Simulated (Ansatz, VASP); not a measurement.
**Two plane-wave programs on Ti3Al5**

```xyz
8
Lattice="3.8833 0.1214 0.0000 0.1214 3.8833 0.0000 0.0000 0.0000 8.2969" Properties=species:S:1:pos:R:3 pbc="T T T"
Ti    0.0000    0.0000    4.1484
Ti    2.0023    2.0023    0.0000
Ti    2.0023    2.0023    4.1484
Al    0.0607    1.9416    2.0937
Al    0.0607    1.9416    6.2032
Al    1.9416    0.0607    2.0937
Al    1.9416    0.0607    6.2032
Al    0.0000    0.0000    0.0000
```

Change from the starting cell: strain +0.0625 x Voigt [0, 0, 0, 0, 0, 1], atoms carried along.

Alike in both runs: task single point; functional PBEsol; k mesh 10 × 10 × 6; occupations gaussian, width 0.15 eV; no spin polarisation.

|  | VASP | Ansatz |
| --- | --- | --- |
| version | VASP 6.6.1 | Ansatz 0.2.0 |
| potentials or method | VASP PAW PBE potentials, release 64 (Ti_sv, Al), cutoff 520 eV | scalar-relativistic, plane waves, PAW |
| valence electrons in the cell | 51 | 51 |

```tsv
	VASP	Ansatz	Ansatz less VASP
gap on the k mesh at the Fermi level (eV)	none	none	-
pressure (GPa)	0.6	0.5	-0.07
traceless stress, the component that is largest in VASP (GPa)	-6.35	-6.34	+0.015
rms of the force components (eV/Å)	0.004	0.003	-0.0004
```

VASP's potentials were made for PBE, not for PBEsol. Atom by atom the forces differ by 0.000 eV/Å (rms over components). A gap of «none» marks a metal or a gap that the smearing closes.
